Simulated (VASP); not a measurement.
# Zn15S16 (a cell with a defect) in VASP: single point with PBEsol

Aim: the single point of Zn15S16 (a cell with a defect) with PBEsol.

Program: VASP 6.6.1. These are calculated values, not measurements. Logs are shortened: lines on timing, memory, paths and dates and some standing lists are left out, and cuts for length are marked.

## (1) The cell of the first run

The cell holds a defect, 31 atoms: a = 9.277 Å, b = 9.277 Å, c = 9.277 Å, α = 109.47°, β = 109.47°, γ = 109.47°.

## (2) Single point, PBEsol

INCAR

```
PREC = Accurate ; ENCUT = 520
EDIFF = 1E-7 ; ISMEAR = 0
SIGMA = 0.02 ; LREAL = Auto
LASPH = T ; NELM = 60
ALGO = Normal ; ISIF = 2
LWAVE = F ; LCHARG = F
GGA = PS ; NELECT = 278.0
NBANDS = 159
```

KPOINTS

```
Automatic mesh
0
Gamma
  2 2 2
  0.5 0.5 0.5
```

POSCAR

```
Zn15S16
1.0
    5.3560909598      5.3560909598     -5.3560909598
   -5.3560909598     -5.3560909598     -5.3560909598
   -5.3560909598      5.3560909598      5.3560909598
Zn S
15 16
Direct
    0.3762771236     -0.2108506947      0.7500007058
    0.7505914351      0.5114038429      0.7499998656
    0.7493160647     -0.0057764142      0.2410821642
    0.0022439873      0.9876685328     -0.0123340885
    0.2433927112      0.7507143792      0.0096406130
    0.4898851643      0.4940001990     -0.0139167726
    0.7606552112      0.2578839699      0.0016585790
    0.0109091687      0.2499154719      0.7499998656
    0.5089964903      0.0062252490      0.4983413314
    0.7645779414      0.7500025728      0.5123339056
    0.0021680924      0.7560862073      0.2650492702
    0.2582339453      0.5031413806      0.2589180263
    0.4871189678      0.2410368886      0.2349506402
   -0.0162474836      0.4910741845      0.4903594841
    0.2538017950      0.2579170164      0.5139164963
    0.2504169571     -0.0094189028     -0.0130071540
    0.4896403963      0.7509607343     -0.0070287268
    0.7547172052      0.5095860994      0.0040136548
    0.7555847222     -0.0021423273      0.4952395357
    0.0059470611      0.0049141249      0.2504444958
    0.2515278419      0.7512572192      0.2588987025
    0.5055024308      0.5044694947      0.2495552279
    0.7426294717      0.2423588415      0.2411013946
    0.0103453247      0.2526181893      0.0047604681
    0.5099795766      0.0327478568      0.7500000523
    0.7395527876      0.7528846187      0.7499998656
    0.0134241559      0.7535884902      0.5130072511
    0.2466696346      0.5079899726      0.5070291973
    0.5007034085      0.2555723027      0.4959862556
   -0.0033607532      0.4961950833      0.7499998656
    0.2514656697      0.2393087626      0.7499998656
```

Potentials or basis: VASP PAW PBE potentials, release 64 (Zn, S).

On the command line:

```sh
$ cat potpaw_PBE.64/Zn/POTCAR potpaw_PBE.64/S/POTCAR > POTCAR
$ mpirun -np 1 vasp_std > vasp.out
```

OUTCAR:

```text
PREC = Accurate
   ENCUT = 520
   EDIFF = 1E-7
   ISMEAR = 0
   LREAL = Auto
   LASPH = T
   NELM = 60
   ISIF = 2
   GGA = PS
   NELECT = 278.0

 ion  position               nearest neighbor table
   1  0.376  0.789  0.750-  25 2.19  17 2.35  28 2.35
   2  0.751  0.511  0.750-  26 2.28  30 2.33  29 2.35  18 2.35
   3  0.749  0.994  0.241-  20 2.32  23 2.32  17 2.33  19 2.33
   4  0.002  0.988  0.988-  26 2.29  16 2.30  20 2.38  24 2.38
   5  0.243  0.751  0.010-  16 2.29  21 2.29  17 2.34  30 2.36
   6  0.490  0.494  0.986-  31 2.26  18 2.36  17 2.36  22 2.37
   7  0.761  0.258  0.002-  25 2.26  24 2.32  23 2.33  18 2.35
   8  0.011  0.250  0.750-  31 2.27  30 2.33  19 2.36  24 2.36
   9  0.509  0.006  0.498-  25 2.26  19 2.32  21 2.33  29 2.35
  10  0.765  0.750  0.512-  26 2.29  27 2.30  22 2.38  19 2.38
  11  0.002  0.756  0.265-  27 2.28  18 2.34  20 2.35  21 2.35
  12  0.258  0.503  0.259-  22 2.32  21 2.32  28 2.33  24 2.33
  13  0.487  0.241  0.235-  16 2.28  29 2.34  22 2.35  23 2.35
  14  0.984  0.491  0.490-  27 2.29  23 2.29  28 2.34  30 2.36
  15  0.254  0.258  0.514-  31 2.26  29 2.36  28 2.36  20 2.37
  16  0.250  0.991  0.987-  13 2.28   5 2.29   4 2.30
  17  0.490  0.751  0.993-   3 2.33   5 2.34   1 2.35   6 2.36
  18  0.755  0.510  0.004-  11 2.34   7 2.35   2 2.35   6 2.36
  19  0.756  0.998  0.495-   9 2.32   3 2.33   8 2.36  10 2.38
  20  0.006  0.005  0.250-   3 2.32  11 2.35  15 2.37   4 2.38
  21  0.252  0.751  0.259-   5 2.29  12 2.32   9 2.33  11 2.35
  22  0.506  0.504  0.250-  12 2.32  13 2.35   6 2.37  10 2.38
  23  0.743  0.242  0.241-  14 2.29   3 2.32   7 2.33  13 2.35
  24  0.010  0.253  0.005-   7 2.32  12 2.33   8 2.36   4 2.38
  25  0.510  0.033  0.750-   1 2.19   7 2.26   9 2.26
  26  0.740  0.753  0.750-   2 2.28  10 2.29   4 2.29
  27  0.013  0.754  0.513-  11 2.28  14 2.29  10 2.30
  28  0.247  0.508  0.507-  12 2.33  14 2.34   1 2.35  15 2.36
  29  0.501  0.256  0.496-  13 2.34   9 2.35   2 2.35  15 2.36
  30  0.997  0.496  0.750-   8 2.33   2 2.33  14 2.36   5 2.36
  31  0.251  0.239  0.750-   6 2.26  15 2.26   8 2.27

  LATTYP: Found a body centered cubic cell.
 ALAT       =    10.7121819196

  Lattice vectors:

 A1 = (   5.3560909598,   5.3560909598,  -5.3560909598)
 A2 = (  -5.3560909598,  -5.3560909598,  -5.3560909598)
 A3 = (  -5.3560909598,   5.3560909598,   5.3560909598)

Analysis of symmetry for initial positions (statically):
=====================================================================
 Subroutine PRICEL returns:
 Original cell was already a primitive cell.

 Routine SETGRP: Setting up the symmetry group for a
 body centered cubic supercell.

 Subroutine GETGRP returns: Found  2 space group operations
 (whereof  1 operations were pure point group operations)
 out of a pool of 48 trial point group operations.

The static configuration has the point symmetry C_1 .
 The point group associated with its full space group is C_1h.

Analysis of symmetry for dynamics (positions and initial velocities):
=====================================================================
 Subroutine PRICEL returns:
 Original cell was already a primitive cell.

 Routine SETGRP: Setting up the symmetry group for a
 body centered cubic supercell.

 Subroutine GETGRP returns: Found  2 space group operations
 (whereof  1 operations were pure point group operations)
 out of a pool of 48 trial point group operations.

The dynamic configuration has the point symmetry C_1 .
 The point group associated with its full space group is C_1h.

 Subroutine INISYM returns: Found  2 space group operations
 (whereof  1 operations are pure point group operations),
 and found     1 'primitive' translations

----------------------------------------------------------------------------------------

                                     Primitive cell

  volume of cell :     614.6159

  direct lattice vectors                    reciprocal lattice vectors
     5.356090960  5.356090960 -5.356090960     0.000000000  0.093351663 -0.093351663
    -5.356090960 -5.356090960 -5.356090960    -0.093351663  0.000000000 -0.093351663
    -5.356090960  5.356090960  5.356090960    -0.093351663  0.093351663  0.000000000

  length of vectors
     9.277021672  9.277021672  9.277021672     0.132019188  0.132019188  0.132019188

  position of ions in fractional coordinates (direct lattice)
     0.376277124  0.789149305  0.750000706
     0.750591435  0.511403843  0.749999866
     0.749316065  0.994223586  0.241082164
     0.002243987  0.987668533  0.987665912
     0.243392711  0.750714379  0.009640613
     0.489885164  0.494000199  0.986083227
[... 23 lines left out ...]
     0.996639247  0.496195083  0.749999866
     0.251465670  0.239308763  0.749999866

  ion indices of the primitive-cell ions
   primitive index   ion index
                 1           1
                 2           2
                 3           3
                 4           4
                 5           5
                 6           6
[... 23 lines left out ...]
                30          30
                31          31

----------------------------------------------------------------------------------------

 KPOINTS: Automatic mesh

Automatic generation of k-mesh.
 Grid dimensions read from file:
 generate k-points for:    2    2    2

 Generating k-lattice:

  Cartesian coordinates                     Fractional coordinates (reciprocal lattice)
     0.000000000  0.046675832 -0.046675832     0.500000000  0.000000000  0.000000000
    -0.046675832  0.000000000 -0.046675832     0.000000000  0.500000000  0.000000000
    -0.046675832  0.046675832  0.000000000     0.000000000  0.000000000  0.500000000

  Length of vectors
     0.066009594  0.066009594  0.066009594

  Shift w.r.t. Gamma in fractional coordinates (k-lattice)
     0.500000000  0.500000000  0.500000000

 Subroutine IBZKPT returns following result:
 ===========================================

 Found      3 irreducible k-points:

 Following reciprocal coordinates:
            Coordinates               Weight
  0.250000  0.250000  0.250000      2.000000
 -0.250000  0.250000  0.250000      4.000000
  0.250000  0.250000 -0.250000      2.000000
   k-points           NKPTS =      3   k-points in BZ     NKDIM =      3   number of bands    NBANDS=    159
   number of dos      NEDOS =    301   number of ions     NIONS =     31
   total plane-waves  NPLWV = 343000
   dimension x,y,z NGX =    70 NGY =   70 NGZ =   70
   dimension x,y,z NGXF=   140 NGYF=  140 NGZF=  140
   ions per type =              15  16
   NGX,Y,Z   is equivalent  to a cutoff of  12.54, 12.54, 12.54 a.u.
   NGXF,Y,Z  is equivalent  to a cutoff of  25.09, 25.09, 25.09 a.u.
 SYSTEM =  unknown system
   PREC   = accura    normal or accurate (medium, high low for compatibility)
   ISTART =      0    job   : 0-new  1-cont  2-samecut
   ICHARG =      2    charge: 1-file 2-atom 10-const
   ISPIN  =      1    spin polarized calculation?
   LNONCOLLINEAR =      F non collinear calculations
   LSORBIT =      F    spin-orbit coupling
   LASPH  =      T    aspherical Exc in radial PAW
   ENCUT  =  520.0 eV  38.22 Ry    6.18 a.u.  17.25 17.25 17.25*2*pi/ulx,y,z
   NELM   =     60;   NELMIN=  2; NELMDL= -5     # of ELM steps
   EDIFF  = 0.1E-06   stopping-criterion for ELM
   LREAL  =      T    real-space projection
   EDIFFG = 0.1E-05   stopping-criterion for IOM
   NSW    =      0    number of steps for IOM
   IBRION =     -1    ionic relax: 0-MD 1-quasi-New 2-CG
   NFREE  =      0    steps in history (QN), initial steepest desc. (CG)
   ISIF   =      2    stress and relaxation
   ISYM   =      2    0-nonsym 1-usesym 2-fastsym
   POTIM  = 0.5000    time-step for ionic-motion
   TEBEG  =    0.0;   TEEND  =   0.0 temperature during run
   PSTRESS=    0.0 pullay stress
   NELECT =     278.0000    total number of electrons
   NUPDOWN=      -1.0000    fix difference up-down
   EMIN   =  10.00;   EMAX   =-10.00  energy-range for DOS
   EFERMI =   0.00;   METHOD = LEGACY
   ISMEAR =     0;   SIGMA  =   0.02  broadening in eV -4-tet -1-fermi 0-gaus
   EFERMI_NEDOS =   21; number of points for ismear=-14 and -15
   IALGO  =     38    algorithm
   IMIX   =      4    mixing-type and parameters
     AMIX     =   0.40;   BMIX     =  1.00
     AMIX_MAG =   1.60;   BMIX_MAG =  1.00
  volume/ion in A,a.u.               =      19.83       133.79
  Fermi-wavevector in a.u.,A,eV,Ry     =   1.256672  2.374765 21.486642  1.579224
  Thomas-Fermi vector in A             =   2.390368
   LORBIT       =      0    0 simple, 1 ext, 2 COOP (PROOUT), +10 PAW based schemes
   GGA     = PS    functional components
   LHFCALC =     F    Hartree Fock is set to
   AEXX    =    0.0000 exact exchange contribution
   IVDW    =     0    specifies the selected vdW correction
   LEPSILON=     F    determine dielectric tensor
   LRPA    =     F    only Hartree local field effects (RPA)
 non-spin polarized calculation
 Gauss-broadening in eV      SIGMA  =   0.02
  energy-cutoff  :      520.00
  volume of cell :      614.62
 maximum number of plane-waves:     16536
 NGX is ok and might be reduce to    70
   NGX = 35   NGY = 35   NGZ = 35

 number of electron     277.9999995 magnetization

 Free energy of the ion-electron system (eV)
  ---------------------------------------------------
  ext. energy  EPLUGINS =         0.00000000
  ---------------------------------------------------
  free energy    TOTEN  =      -110.76290978 eV

  energy without entropy =     -110.76290978  energy(sigma->0) =     -110.76290978

 E-fermi :   2.2613     XC(G=0):  -9.8927

 val. band max:        2.1400832662   @ k =   0.2500   0.2500   0.2500
 cond. band min:       4.8578390492   @ k =   0.2500   0.2500   0.2500
 fundamental gap:      2.7177557830
 Fermi energy:         2.2612857572

 k-point     1 :       0.2500    0.2500    0.2500
  band No.  band energies     occupation
      1     -10.8818      2.00000
      2     -10.8599      2.00000
      3     -10.7261      2.00000
      4     -10.5963      2.00000
      5     -10.2566      2.00000
      6     -10.2454      2.00000
[... 143 lines left out ...]
    150       6.3238      0.00000
    151       6.3691      0.00000

 k-point     2 :      -0.2500    0.2500    0.2500
  band No.  band energies     occupation
      1     -11.0664      2.00000
      2     -10.6075      2.00000
      3     -10.5776      2.00000
      4     -10.5272      2.00000
      5     -10.4789      2.00000
      6     -10.2790      2.00000
[... 143 lines left out ...]
    150       6.6933      0.00000
    151       6.7579      0.00000

 k-point     3 :       0.2500    0.2500   -0.2500
  band No.  band energies     occupation
      1     -11.0604      2.00000
      2     -10.6791      2.00000
      3     -10.5550      2.00000
      4     -10.5267      2.00000
      5     -10.3637      2.00000
      6     -10.3312      2.00000
[... 143 lines left out ...]
    150       6.6999      0.00000
    151       6.7651      0.00000
 [bands above 151 left out]

------------------------ aborting loop because EDIFF is reached ----------------------------------------

  FORCE on cell =-STRESS in cart. coord.  units (eV):
  Direction    XX          YY          ZZ          XY          YZ          ZX
  --------------------------------------------------------------------------------------
  -------------------------------------------------------------------------------------
  Total       12.6348665     12.6348665     15.9209115     -0.6774422     -0.3117008     -0.3117022
  in kB       32.9364978     32.9364978     41.5025412     -1.7659525     -0.8125398     -0.8125435
  external PRESSURE =      35.7918456 kB  Pullay stress =       0.0000000 kB

 VOLUME and BASIS-vectors are now :
 -----------------------------------------------------------------------------
  energy-cutoff  :      520.00
  volume of cell :      614.62
      direct lattice vectors                 reciprocal lattice vectors
     5.356090960  5.356090960 -5.356090960     0.000000000  0.093351663 -0.093351663
    -5.356090960 -5.356090960 -5.356090960    -0.093351663  0.000000000 -0.093351663
    -5.356090960  5.356090960  5.356090960    -0.093351663  0.093351663  0.000000000

 POSITION                                       TOTAL-FORCE (eV/Angst)
 -----------------------------------------------------------------------------------
     -6.22845      1.80569     -2.22506         0.478824      0.478824     -0.163246
     -2.73596      5.29818     -2.74229        -0.017033     -0.017033     -0.002436
     -2.60300     -0.02049     -8.04730        -0.045761      0.012196     -0.021910
    -10.56805      0.01200     -0.01203        -0.013460      0.013001     -0.008042
     -2.76890     -2.66562     -5.27289        -0.054319     -0.067858     -0.030649
     -5.30359      5.25951      0.01177         0.013284      0.019243      0.004894
[... 23 lines left out ...]
     -1.33664      6.69749     -3.97869        -0.010295     -0.010295     -0.010885
     -3.95195      4.08218      1.38843        -0.004581     -0.004581      0.032577
 -----------------------------------------------------------------------------------
    total drift:                                0.007697     -0.002883     -0.001312

  FREE ENERGIE OF THE ION-ELECTRON SYSTEM (eV)
  ---------------------------------------------------
  free  energy   TOTEN  =      -110.7629097846 eV

  energy  without entropy=     -110.7629097846  energy(sigma->0) =     -110.76290978
```

Wall time 22 min (1 thread of Oxide Virtual Turin-like, shared host); peak memory 0.73 GiB.

Results:

- Free energy: -110.7629 eV
- Largest force: 0.697 eV/Å

Forces in eV/Å, atoms in the order of the input:
```
Zn   0.479  0.479 -0.163
Zn  -0.017 -0.017 -0.002
Zn  -0.046  0.012 -0.022
Zn  -0.013  0.013 -0.008
Zn  -0.054 -0.068 -0.031
Zn   0.013  0.019  0.005
Zn   0.026 -0.013  0.015
Zn  -0.014 -0.014  0.004
Zn  -0.013  0.026  0.015
Zn   0.013 -0.013 -0.008
Zn  -0.011 -0.015  0.029
Zn   0.012 -0.046 -0.022
Zn  -0.015 -0.011  0.029
Zn  -0.068 -0.054 -0.031
Zn   0.019  0.013  0.005
S   -0.027 -0.045 -0.016
S   -0.027  0.062  0.038
S    0.003 -0.013 -0.003
S   -0.014  0.002  0.015
S   -0.006 -0.004  0.005
S   -0.004 -0.022  0.008
S   -0.004 -0.006  0.005
S   -0.022 -0.004  0.008
S    0.002 -0.014  0.015
S   -0.162 -0.162  0.049
S   -0.039 -0.039  0.021
S   -0.045 -0.027 -0.016
S    0.062 -0.027  0.038
S   -0.013  0.003 -0.003
S   -0.010 -0.010 -0.011
S   -0.005 -0.005  0.033
```

Levels at points of the mesh, in eV from the Fermi level:
```
           k point  band 136  band 137  band 138  band 139  band 140  band 141  band 142  band 143
(0.25, 0.25, 0.25)     -0.54     -0.38     -0.33     -0.12      2.60      3.18      3.21      3.37
```

Caveat: the cell carries a net charge on a neutralising background, which shifts energy and pressure; the cell is charged against a uniform background, so pressure and absolute levels hang on convention; the PAW data sets were made with another functional, which shifts forces and pressure a little.
